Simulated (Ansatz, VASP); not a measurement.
# One calculation of Mg5TlO4, two programs

```
Mg Tl O
1.0
     2.80042    0.00000    0.00000
     0.00000    2.80042    0.00000
     0.00000    0.00000   15.68616
Mg Tl O
5 1 4
Direct
  0.50000 0.50000 0.15941
  0.50000 0.50000 0.32964
  0.50000 0.50000 0.50000
  0.50000 0.50000 0.67036
  0.50000 0.50000 0.84059
  0.00000 0.00000 0.00000
  0.00000 0.00000 0.23641
  0.00000 0.00000 0.41217
  0.00000 0.00000 0.58783
  0.00000 0.00000 0.76359
```

Change from the starting cell: species swapped into the CeY4Zn5 type (P4/mmm, No. 123).

Alike in both runs: functional PBE; k mesh 14 × 14 × 4; occupations gaussian, width 0.1 eV; no spin polarisation.

Ansatz relaxed the structure, and its values are those at the end. VASP's run is a single point on that final structure, the one shown.

|  | VASP | Ansatz |
| --- | --- | --- |
| version | VASP 6.6.1 | Ansatz 0.2.0 |
| potentials or method | VASP PAW PBE potentials, release 64 (Mg, Tl_d, O), cutoff 520 eV | scalar-relativistic, plane waves, PAW |
| valence electrons in the cell | 47 | 87 |

```tsv
	VASP	Ansatz	Ansatz less VASP
gap on the k mesh at the Fermi level (eV)	none	none	-
pressure (GPa)	-0.4	0.0	+0.45
rms of the force components (eV/Å)	0.004	0.000	-0.0042
```

A gap of «none» marks a metal or a gap that the smearing closes. VASP's potentials hold 47 valence electrons a cell and Ansatz's 87, so a difference there can come from the potentials and not from the codes.

Spin-orbit coupling is off throughout.
